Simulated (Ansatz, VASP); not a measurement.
## Co: VASP beside Ansatz

```
Co
1.0
     2.64860    0.00000    0.00000
    -1.32430    2.29376    0.00000
     0.00000    0.00000    4.30842
Co
2
Direct
  0.33333 0.66667 0.25000
  0.66667 0.33333 0.75000
```

Alike in both runs: task single point; functional LDA; k mesh 3 × 3 × 1; occupations gaussian, width 0.1 eV; collinear spin.

|  | VASP | Ansatz |
| --- | --- | --- |
| version | VASP 6.6.1 | Ansatz 0.2.0 |
| potentials or method | VASP PAW LDA potentials, release 64 (Co), cutoff 600 eV | scalar-relativistic, plane waves, PAW |
| valence electrons in the cell | 18 | 34 |

```csv
,VASP,Ansatz,Ansatz less VASP
gap on the k mesh at the Fermi level (eV),none,none,-
net moment per atom (μB),1.88,1.89,+0.005
size of the moment on the site where the two differ most (μB),1.88,1.93,+0.051
```

LDA's correlation is that of Perdew and Zunger in VASP and of Perdew and Wang (1992) in Ansatz. Site moments also hang on the region over which each program counts them. A gap of «none» marks a metal or a gap that the smearing closes. VASP's potentials hold 18 valence electrons a cell and Ansatz's 34, so a difference there can come from the potentials and not from the codes. Ansatz's warnings: force scf threshold loose, stress scf threshold loose.

The k mesh is coarse, so the values compare programs but aren't converged.
